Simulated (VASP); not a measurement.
A run of VASP 6.6.1 is set up as follows.

Contents of INCAR:

```
ALGO = Normal
EDIFF = 1E-6
ENCUT = 520
ISIF = 2
ISMEAR = 0
LASPH = True
LCHARG = False
LREAL = False
LWAVE = False
NBANDS = 14
NELM = 80
PREC = Accurate
SIGMA = 0.01
```

Contents of KPOINTS:

```
k-points
0
Gamma
  8 8 8
```

The input POSCAR:

```
NaCl
1.0
    2.5595368221      2.5595368221      0.0000000000
   -2.5595368221      2.5595368221      0.0000000000
    0.0000000000      2.5595368221      2.5595368221
Na Cl
1 1
Direct
    0.0000000000      0.0000000000      0.0000000000
    0.5000000000      0.5000000000      0.0000000000
```

Potentials or basis: VASP PAW LDA potentials, release 64 (Na_pv, Cl).

The run is started by

```bash
$ cat potpaw_LDA.64/Na_pv/POTCAR potpaw_LDA.64/Cl/POTCAR > POTCAR
$ mpirun -np 1 vasp_std > vasp.out
```

Problem. Estimate the pressure.

Solution. 10.1 GPa.

Problem. Predict the band gap on the k mesh.

Solution. 6.07 eV, direct.
